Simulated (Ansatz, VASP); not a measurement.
**BN in VASP and in Ansatz**

```
CELL_PARAMETERS angstrom
2.50399 0.00000 0.00000
-1.25200 2.16852 0.00000
0.00000 0.00000 6.86104
ATOMIC_POSITIONS crystal
B 0.33333 0.66667 0.25000
B 0.66667 0.33333 0.75000
N 0.33333 0.66667 0.75000
N 0.66667 0.33333 0.25000
```

Change from the starting cell: zz strain of +3 %, crystal datasets.

Alike in both runs: task electric field gradients; functional PBEsol; k mesh 11 × 11 × 4; occupations fermi-dirac, width 0.02 eV; no spin polarisation.

```csv
,VASP,Ansatz
version,VASP 6.6.1,Ansatz 0.2.0
potentials or method,"VASP PAW PBE potentials, release 64 (B, N), cutoff 520 eV","all-electron PAW with datasets made for the crystal, scalar-relativistic"
```

|  | VASP | Ansatz | Ansatz less VASP |
| --- | --- | --- | --- |
| gap on the k mesh at the Fermi level (eV) | 4.28 | 4.29 | +0.005 |
| pressure (GPa) | 0.5 | 0.2 | -0.31 |
| traceless stress, the component that is largest in VASP (GPa) | -0.35 | 0.12 | +0.473 |
| size of Vzz on the site where it differs most (V/Å²) | 34.6 | 28.5 | -6.05 |

VASP's potentials were made for PBE, not for PBEsol. Ansatz ran all-electron here, and VASP with PAW potentials.
